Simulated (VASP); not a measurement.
ReB2, 6 atoms in the cell. The structure is hexagonal, space group P6_3/mmc (No. 194). The conventional cell has a = 2.531 Å, b = 2.531 Å, c = 6.816 Å, α = 90.00°, β = 90.00°, γ = 120.00°. Within 2.7 Å of Re (site symmetry -6m2) lie 8 B at 2.02 Å and 6 Re at 2.53 Å. B (site symmetry 3m) has 3 B at 1.59 Å and 4 Re at 2.02 Å within 2.1 Å. 

```yaml
Program: VASP 6.6.1
Task: relaxation of cell and atoms
Functional: PBEsol
Dispersion: D3(BJ)
Potentials_or_basis: VASP PAW PBE potentials, release 64 (Re, B)
Cutoff: 600 eV
k_mesh: 18 × 18 × 6
Occupations: gaussian, width 0.1 eV
Spin: no spin polarisation
Target_pressure: 241 GPa
Dipole_correction: no
Further_INCAR_settings: ALGO = Normal; EDIFF = 1e-06; IBRION = 2; EDIFFG = -0.002; NSW = 100; ISIF = 3
```

Potentials or basis: VASP PAW PBE potentials, release 64 (Re, B).

Command:

```sh
$ cat potpaw_PBE.64/Re/POTCAR potpaw_PBE.64/B/POTCAR > POTCAR
$ mpirun -np 1 vasp_std > vasp.out
```

Hardware: 1 thread of Intel(R) Xeon(R) 6975P-C (Granite Rapids), with other jobs on the host.

Problem. How long does it take, and how much memory?

Solution. Run time: 3.9 min on 1 thread of Intel(R) Xeon(R) 6975P-C (Granite Rapids), on a shared host, peak memory 0.27 GiB. Counts: scf iterations 59, k points 148, ion steps 12.
